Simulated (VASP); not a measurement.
# O2 in VASP: a series of runs

O2 is run at these levels: r2SCAN; tasks: single point, relaxation of the atoms.

Program: VASP 6.6.1. These are calculated values, not measurements. Logs are shortened: lines on timing, memory, paths and dates and some standing lists are left out, and cuts for length are marked.

### Step 1. The cell of the first run

The cell holds a molecule in a box, 2 atoms: a = 11.000 Å, b = 11.500 Å, c = 12.000 Å, α = 90.00°, β = 90.00°, γ = 90.00°.

### Step 2. Single point, r2SCAN, collinear spin, ferromagnetic start

POSCAR

```
O
1.0
   11.0000000000      0.0000000000      0.0000000000
    0.0000000000     11.5000000000      0.0000000000
    0.0000000000      0.0000000000     12.0000000000
O
2
Direct
    0.5000000000      0.5000000000      0.4497694292
    0.5000000000      0.5000000000      0.5502305708
```

INCAR.step1

```
SYSTEM = O
PREC     = Accurate       ! precision mode
ENCUT    = 520            ! plane-wave cutoff, eV
ISMEAR   = 0              ! smearing method
SIGMA    = 0.02           ! smearing width, eV
LREAL    = .False.        ! projectors in reciprocal space
LASPH    = .True.         ! aspherical terms in the spheres
NELM     = 150            ! most SCF steps
ISPIN    = 2              ! spin polarisation
MAGMOM   = 0.63 0.63      ! initial moments
NBANDS   = 17             ! bands
GGA      = PE             ! functional
ALGO     = Normal         ! electronic algorithm
EDIFF    = 1E-4           ! SCF threshold, eV
LWAVE    = .True.         ! write WAVECAR
LCHARG   = .False.        ! write CHGCAR
```

INCAR.step2

```
SYSTEM = O
PREC     = Accurate       ! precision mode
ENCUT    = 520            ! plane-wave cutoff, eV
EDIFF    = 1E-7           ! SCF threshold, eV
ISMEAR   = 0              ! smearing method
SIGMA    = 0.02           ! smearing width, eV
LREAL    = .False.        ! projectors in reciprocal space
LASPH    = .True.         ! aspherical terms in the spheres
NELM     = 150            ! most SCF steps
ALGO     = Normal         ! electronic algorithm
ISIF     = 2              ! what is computed and relaxed
LWAVE    = .False.        ! write WAVECAR
LCHARG   = .False.        ! write CHGCAR
ISPIN    = 2              ! spin polarisation
MAGMOM   = 0.63 0.63      ! initial moments
LORBIT   = 11             ! projections on sites
METAGGA  = R2SCAN         ! meta-GGA
LMIXTAU  = .True.       
NBANDS   = 17             ! bands
ISTART   = 1
```

KPOINTS

```
regular mesh
0
Gamma
  1 1 1
  0 0 0
```

Potentials or basis: VASP PAW PBE potentials, release 64 (O).

Launch:

```
cat potpaw_PBE.64/O/POTCAR > POTCAR
cp INCAR.step1 INCAR
mpirun -np 1 vasp_gam > vasp.out
cp INCAR.step2 INCAR
mpirun -np 1 vasp_gam > vasp.out
```

OUTCAR:

```text
SYSTEM = O
   PREC = Accurate
   ENCUT = 520
   EDIFF = 1E-7
   ISMEAR = 0
   LREAL = .False.
   LASPH = .True.
   NELM = 150
   ISIF = 2
   ISPIN = 2
   LORBIT = 11
   METAGGA = R2SCAN
   ISTART = 1

 ion  position               nearest neighbor table
   1  0.500  0.500  0.450-   2 1.21
   2  0.500  0.500  0.550-   1 1.21

  LATTYP: Found a simple orthorhombic cell.
 ALAT       =    11.0000000000
 B/A-ratio  =     1.0454545455
 C/A-ratio  =     1.0909090909

  Lattice vectors:

 A1 = (  11.0000000000,   0.0000000000,   0.0000000000)
 A2 = (   0.0000000000,  11.5000000000,   0.0000000000)
 A3 = (   0.0000000000,   0.0000000000,  12.0000000000)

Analysis of symmetry for initial positions (statically):
=====================================================================
 Subroutine PRICEL returns:
 Original cell was already a primitive cell.

 Routine SETGRP: Setting up the symmetry group for a
 simple orthorhombic supercell.

 Subroutine GETGRP returns: Found  8 space group operations
 (whereof  8 operations were pure point group operations)
 out of a pool of  8 trial point group operations.

The static configuration has the point symmetry D_2h.

Analysis of symmetry for dynamics (positions and initial velocities):
=====================================================================
 Subroutine PRICEL returns:
 Original cell was already a primitive cell.

 Routine SETGRP: Setting up the symmetry group for a
 simple orthorhombic supercell.

 Subroutine GETGRP returns: Found  8 space group operations
 (whereof  8 operations were pure point group operations)
 out of a pool of  8 trial point group operations.

The dynamic configuration has the point symmetry D_2h.

Analysis of structural, dynamic, and magnetic symmetry:
=====================================================================
 Subroutine PRICEL returns:
 Original cell was already a primitive cell.

 Routine SETGRP: Setting up the symmetry group for a
 simple orthorhombic supercell.

 Subroutine GETGRP returns: Found  8 space group operations
 (whereof  8 operations were pure point group operations)
 out of a pool of  8 trial point group operations.

The overall configuration has the point symmetry D_2h.

 Subroutine INISYM returns: Found  8 space group operations
 (whereof  8 operations are pure point group operations),
 and found     1 'primitive' translations

----------------------------------------------------------------------------------------

                                     Primitive cell

  volume of cell :    1518.0000

  direct lattice vectors                    reciprocal lattice vectors
    11.000000000  0.000000000  0.000000000     0.090909091  0.000000000  0.000000000
     0.000000000 11.500000000  0.000000000     0.000000000  0.086956522  0.000000000
     0.000000000  0.000000000 12.000000000     0.000000000  0.000000000  0.083333333

  length of vectors
    11.000000000 11.500000000 12.000000000     0.090909091  0.086956522  0.083333333

  position of ions in fractional coordinates (direct lattice)
     0.500000000  0.500000000  0.449769429
     0.500000000  0.500000000  0.550230571

  ion indices of the primitive-cell ions
   primitive index   ion index
                 1           1
                 2           2

----------------------------------------------------------------------------------------

 KPOINTS: regular mesh

Automatic generation of k-mesh.
 Grid dimensions read from file:
 generate k-points for:    1    1    1

 Generating k-lattice:

  Cartesian coordinates                     Fractional coordinates (reciprocal lattice)
     0.090909091  0.000000000  0.000000000     1.000000000  0.000000000  0.000000000
     0.000000000  0.086956522  0.000000000     0.000000000  1.000000000  0.000000000
     0.000000000  0.000000000  0.083333333     0.000000000  0.000000000  1.000000000

  Length of vectors
     0.090909091  0.086956522  0.083333333

  Shift w.r.t. Gamma in fractional coordinates (k-lattice)
     0.000000000  0.000000000  0.000000000

 Subroutine IBZKPT returns following result:
 ===========================================

 Found      1 irreducible k-points:

 Following reciprocal coordinates:
            Coordinates               Weight
  0.000000  0.000000  0.000000      1.000000
   k-points           NKPTS =      1   k-points in BZ     NKDIM =      1   number of bands    NBANDS=     17
   number of dos      NEDOS =    301   number of ions     NIONS =      2
   total plane-waves  NPLWV = 680400
   dimension x,y,z NGX =    84 NGY =   90 NGZ =   90
   dimension x,y,z NGXF=   168 NGYF=  180 NGZF=  180
   ions per type =               2
   NGX,Y,Z   is equivalent  to a cutoff of  12.70, 13.01, 12.47 a.u.
   NGXF,Y,Z  is equivalent  to a cutoff of  25.39, 26.02, 24.94 a.u.
 SYSTEM =  O
   PREC   = accura    normal or accurate (medium, high low for compatibility)
   ISTART =      1    job   : 0-new  1-cont  2-samecut
   ICHARG =      0    charge: 1-file 2-atom 10-const
   ISPIN  =      2    spin polarized calculation?
   LNONCOLLINEAR =      F non collinear calculations
   LSORBIT =      F    spin-orbit coupling
   LASPH  =      T    aspherical Exc in radial PAW
   ENCUT  =  520.0 eV  38.22 Ry    6.18 a.u.  20.45 21.38 22.31*2*pi/ulx,y,z
   NELM   =    150;   NELMIN=  2; NELMDL=  0     # of ELM steps
   EDIFF  = 0.1E-06   stopping-criterion for ELM
   LREAL  =      F    real-space projection
   EDIFFG = 0.1E-05   stopping-criterion for IOM
   NSW    =      0    number of steps for IOM
   IBRION =     -1    ionic relax: 0-MD 1-quasi-New 2-CG
   NFREE  =      0    steps in history (QN), initial steepest desc. (CG)
   ISIF   =      2    stress and relaxation
   ISYM   =      2    0-nonsym 1-usesym 2-fastsym
   POTIM  = 0.5000    time-step for ionic-motion
   TEBEG  =    0.0;   TEEND  =   0.0 temperature during run
   PSTRESS=    0.0 pullay stress
   NELECT =      12.0000    total number of electrons
   NUPDOWN=      -1.0000    fix difference up-down
   EMIN   =  10.00;   EMAX   =-10.00  energy-range for DOS
   EFERMI =   0.00;   METHOD = LEGACY
   ISMEAR =     0;   SIGMA  =   0.02  broadening in eV -4-tet -1-fermi 0-gaus
   EFERMI_NEDOS =   21; number of points for ismear=-14 and -15
   IALGO  =     38    algorithm
   IMIX   =      4    mixing-type and parameters
     AMIX     =   0.40;   BMIX     =  1.00
     AMIX_MAG =   1.60;   BMIX_MAG =  1.00
  volume/ion in A,a.u.               =     759.00      5121.98
  Fermi-wavevector in a.u.,A,eV,Ry     =   0.326120  0.616278  1.447041  0.106355
  Thomas-Fermi vector in A             =   1.217707
   LORBIT       =     11    0 simple, 1 ext, 2 COOP (PROOUT), +10 PAW based schemes
   METAGGA = R2SCAN    functional components
   LHFCALC =     F    Hartree Fock is set to
   AEXX    =    0.0000 exact exchange contribution
   IVDW    =     0    specifies the selected vdW correction
   LEPSILON=     F    determine dielectric tensor
   LRPA    =     F    only Hartree local field effects (RPA)
 spin polarized calculation
 Gauss-broadening in eV      SIGMA  =   0.02
  energy-cutoff  :      520.00
  volume of cell :     1518.00
 maximum number of plane-waves:     20458
 NGX is ok and might be reduce to    84
   NGX = 41   NGY = 43   NGZ = 45

 number of electron      12.0000001 magnetization       2.0000004

 Free energy of the ion-electron system (eV)
  ---------------------------------------------------
  ext. energy  EPLUGINS =         0.00000000
  ---------------------------------------------------
  free energy    TOTEN  =       -11.84918879 eV

  energy without entropy =      -11.84918879  energy(sigma->0) =      -11.84918879

 E-fermi :  -7.2387     XC(G=0):  -0.2499

 val. band max:       -7.3667828705   @ k =   0.0000   0.0000   0.0000
 cond. band min:      -3.9158099837   @ k =   0.0000   0.0000   0.0000
 fundamental gap:      3.4509728868
 Fermi energy:        -7.2387374305

 spin component 1

 k-point     1 :       0.0000    0.0000    0.0000
  band No.  band energies     occupation
      1     -34.6077      1.00000
      2     -21.8049      1.00000
      3     -14.2600      1.00000
      4     -14.2600      1.00000
      5     -13.9680      1.00000
      6      -7.3668      1.00000
[... 9 lines left out ...]
     16       2.1513      0.00000
     17       2.2322      0.00000
 Fermi energy:        -7.2387374305

 spin component 2

 k-point     1 :       0.0000    0.0000    0.0000
  band No.  band energies     occupation
      1     -33.2355      1.00000
      2     -19.3731      1.00000
      3     -12.8618      1.00000
      4     -11.7615      1.00000
      5     -11.7615      1.00000
      6      -3.9158      0.00000
[... 9 lines left out ...]
     16       2.2070      0.00000
     17       2.2273      0.00000

------------------------ aborting loop because EDIFF is reached ----------------------------------------

  FORCE on cell =-STRESS in cart. coord.  units (eV):
  Direction    XX          YY          ZZ          XY          YZ          ZX
  --------------------------------------------------------------------------------------
  -------------------------------------------------------------------------------------
  Total       -0.0781826     -0.0759391      1.6298390      0.0000000      0.0000000      0.0000000
  in kB       -0.0825181     -0.0801501      1.7202182      0.0000000      0.0000000      0.0000000
  external PRESSURE =       0.5191833 kB  Pullay stress =       0.0000000 kB

 VOLUME and BASIS-vectors are now :
 -----------------------------------------------------------------------------
  energy-cutoff  :      520.00
  volume of cell :     1518.00
      direct lattice vectors                 reciprocal lattice vectors
    11.000000000  0.000000000  0.000000000     0.090909091  0.000000000  0.000000000
     0.000000000 11.500000000  0.000000000     0.000000000  0.086956522  0.000000000
     0.000000000  0.000000000 12.000000000     0.000000000  0.000000000  0.083333333

 POSITION                                       TOTAL-FORCE (eV/Angst)
 -----------------------------------------------------------------------------------
      5.50000      5.75000      5.39723         0.000000      0.000000     -1.428395
      5.50000      5.75000      6.60277         0.000000     -0.000000      1.428395
 -----------------------------------------------------------------------------------
    total drift:                                0.000000     -0.000000      0.000000

  FREE ENERGIE OF THE ION-ELECTRON SYSTEM (eV)
  ---------------------------------------------------
  free  energy   TOTEN  =       -11.8491887912 eV

  energy  without entropy=      -11.8491887912  energy(sigma->0) =      -11.84918879

 total charge

# of ion       s       p       d       tot
------------------------------------------
    1        1.615   3.329   0.000   4.944
    2        1.615   3.329   0.000   4.944
--------------------------------------------------
tot          3.230   6.658   0.000   9.888

 magnetization (x)

# of ion       s       p       d       tot
------------------------------------------
    1        0.015   0.816   0.000   0.831
    2        0.015   0.816   0.000   0.831
--------------------------------------------------
tot          0.029   1.632   0.000   1.661
```

It took 5.4 min on 1 thread of Intel Xeon 6975P-C (Granite Rapids), shared host; peak memory 2 GiB.

Results:

```
Free energy                                           : -11.8492 eV
Largest force                                         : 1.428 eV/Å
Gap between the frontier levels                       : 3.45 eV
Net moment                                            : 2.00 μB per cell
Site moments                                          : O +0.83 μB
Valence electrons inside the program's atomic spheres : O 4.94
```

Forces on the atoms (eV/Å):
```
O    0.000  0.000 -1.428
O    0.000  0.000  1.428
```

Caveat: the standard files for N, O and F lose accuracy on very short bonds; the PAW data sets were made with another functional, which shifts forces and pressure a little.

### Step 3. Relaxation of the atoms, r2SCAN, collinear spin, ferromagnetic start

POSCAR

```
O
1.0
   11.0000000000      0.0000000000      0.0000000000
    0.0000000000     11.5000000000      0.0000000000
    0.0000000000      0.0000000000     12.0000000000
O
2
Direct
    0.5000000000      0.5000000000      0.4491666667
    0.5000000000      0.5000000000      0.5508333333
```

INCAR.step1

```
PREC = Accurate
ENCUT = 520
ISMEAR = 0
SIGMA = 0.02
LREAL = F
LASPH = T
NELM = 150
ISPIN = 2
MAGMOM = 0.63 0.63
GGA = PE
ALGO = Normal
EDIFF = 1E-4
LWAVE = T
LCHARG = F
```

INCAR.step2

```
PREC = Accurate
ENCUT = 520
EDIFF = 1E-7
ISMEAR = 0
SIGMA = 0.02
LREAL = F
LASPH = T
NELM = 150
ALGO = Normal
ISIF = 2
LWAVE = F
LCHARG = F
ISPIN = 2
MAGMOM = 0.63 0.63
LORBIT = 11
METAGGA = R2SCAN
LMIXTAU = T
IBRION = 2
NSW = 80
EDIFFG = -0.01
ISTART = 1
```

KPOINTS

```
regular mesh
0
Gamma
  1 1 1
```

Potentials or basis: VASP PAW PBE potentials, release 64 (O).

Launch:

```
cat potpaw_PBE.64/O/POTCAR > POTCAR
cp INCAR.step1 INCAR
mpirun -np 1 vasp_gam > vasp.out
cp INCAR.step2 INCAR
mpirun -np 1 vasp_gam > vasp.out
```

OUTCAR:

```text
PREC = Accurate
   ENCUT = 520
   EDIFF = 1E-7
   ISMEAR = 0
   LREAL = F
   LASPH = T
   NELM = 150
   ISIF = 2
   ISPIN = 2
   LORBIT = 11
   METAGGA = R2SCAN
   IBRION = 2
   NSW = 80
   EDIFFG = -0.01
   ISTART = 1

 ion  position               nearest neighbor table
   1  0.500  0.500  0.449-   2 1.22
   2  0.500  0.500  0.551-   1 1.22

  LATTYP: Found a simple orthorhombic cell.
 ALAT       =    11.0000000000
 B/A-ratio  =     1.0454545455
 C/A-ratio  =     1.0909090909

  Lattice vectors:

 A1 = (  11.0000000000,   0.0000000000,   0.0000000000)
 A2 = (   0.0000000000,  11.5000000000,   0.0000000000)
 A3 = (   0.0000000000,   0.0000000000,  12.0000000000)

Analysis of symmetry for initial positions (statically):
=====================================================================
 Subroutine PRICEL returns:
 Original cell was already a primitive cell.

[... 253 lines left out ...]
  band No.  band energies     occupation
      1     -34.2399      1.00000
      2     -21.9511      1.00000
      3     -14.1066      1.00000
      4     -14.1066      1.00000
      5     -13.9159      1.00000
      6      -7.5091      1.00000
      7      -7.5091      1.00000
      8       0.0201      0.00000
      9       0.9736      0.00000
     10       1.0578      0.00000
     11       1.1874      0.00000
 Fermi energy:        -7.3766836805

 spin component 2

 k-point     1 :       0.0000    0.0000    0.0000
  band No.  band energies     occupation
      1     -32.8521      1.00000
      2     -19.5186      1.00000
      3     -12.8291      1.00000
      4     -11.6031      1.00000
      5     -11.6031      1.00000
      6      -4.0657      0.00000
      7      -4.0657      0.00000
      8       0.0569      0.00000
      9       1.0651      0.00000
     10       1.0902      0.00000
     11       1.2192      0.00000
[... 27 lines left out ...]
  FREE ENERGIE OF THE ION-ELECTRON SYSTEM (eV)
  ---------------------------------------------------
  free  energy   TOTEN  =       -11.8610050386 eV

  energy  without entropy=      -11.8610050386  energy(sigma->0) =      -11.86100504

 reached required accuracy - stopping structural energy minimisation

 total charge

# of ion       s       p       d       tot
------------------------------------------
    1        1.614   3.303   0.000   4.917
    2        1.614   3.303   0.000   4.917
--------------------------------------------------
tot          3.228   6.606   0.000   9.834

 magnetization (x)

# of ion       s       p       d       tot
------------------------------------------
    1        0.015   0.819   0.000   0.834
    2        0.015   0.819   0.000   0.834
--------------------------------------------------
tot          0.030   1.638   0.000   1.668
```

OSZICAR.step1:

```text
N       E                     dE             d eps       ncg     rms          rms(c)
DAV:   1     0.132569831428E+03    0.13257E+03   -0.25815E+03    60   0.534E+02
DAV:   2     0.556426215349E+02   -0.76927E+02   -0.73596E+02    58   0.104E+02
DAV:   3    -0.364454552350E+01   -0.59287E+02   -0.58627E+02    82   0.866E+01
DAV:   4    -0.954229916270E+01   -0.58978E+01   -0.50155E+01    58   0.331E+01
DAV:   5    -0.969816214396E+01   -0.15586E+00   -0.15574E+00    56   0.576E+00    0.760E+00
DAV:   6    -0.869708955844E+01    0.10011E+01   -0.23525E+00    47   0.122E+01    0.314E+00
DAV:   7    -0.930245880831E+01   -0.60537E+00   -0.42019E-01    50   0.535E+00    0.147E+00
DAV:   8    -0.969841518993E+01   -0.39596E+00   -0.18246E-01    44   0.275E+00    0.542E-01
DAV:   9    -0.980035753616E+01   -0.10194E+00   -0.14252E-02    44   0.100E+00    0.241E-01
DAV:  10    -0.986110174465E+01   -0.60744E-01   -0.52473E-03    58   0.487E-01    0.766E-02
DAV:  11    -0.987204652252E+01   -0.10945E-01   -0.24297E-04    44   0.105E-01    0.297E-02
DAV:  12    -0.987611094856E+01   -0.40644E-02   -0.10026E-04    44   0.576E-02    0.133E-02
DAV:  13    -0.987763083827E+01   -0.15199E-02   -0.78320E-05    44   0.420E-02    0.480E-03
DAV:  14    -0.987780823421E+01   -0.17740E-03   -0.11411E-05    44   0.179E-02    0.310E-03
DAV:  15    -0.987791472686E+01   -0.10649E-03   -0.20856E-05    44   0.208E-02    0.204E-03
DAV:  16    -0.987800521395E+01   -0.90487E-04   -0.40094E-06    44   0.104E-02
   1 F= -.98780052E+01 E0= -.98780052E+01  d E =-.244023E-25  mag=     2.0003
```

Wall time 23 min (1 thread of Intel Xeon 6975P-C (Granite Rapids), shared host); peak memory 2.2 GiB.

What came out:

- Free energy: -11.8610 eV
- Energy gained by relaxing: 0.2 meV/atom
- Ionic steps: 3
- Gap between the frontier levels: 3.44 eV
- Net moment: 2.00 μB per cell
- Site moments: O +0.83 μB
- Valence electrons inside the program's atomic spheres: O 4.92

Forces on the atoms (eV/Å):
```
O    0.000  0.000  0.002
O    0.000  0.000 -0.002
```

Step by step:
| step | energy change (eV) | largest force (eV/Å) | pressure (GPa) |
| --- | --- | --- | --- |
| 1 | 0.0000 | 0.1937 | 0.00 |
| 2 | 0.0098 | 1.2141 | -0.06 |
| 3 | -0.0003 | 0.0025 | -0.01 |

Final structure:
```
O
1.0
    11.00000    0.00000    0.00000
     0.00000   11.50000    0.00000
     0.00000    0.00000   12.00000
O
2
Cartesian
  5.5000 5.7500 5.3888
  5.5000 5.7500 6.6112
```

Caveat: the standard files for N, O and F lose accuracy on very short bonds; the PAW data sets were made with another functional, which shifts forces and pressure a little.
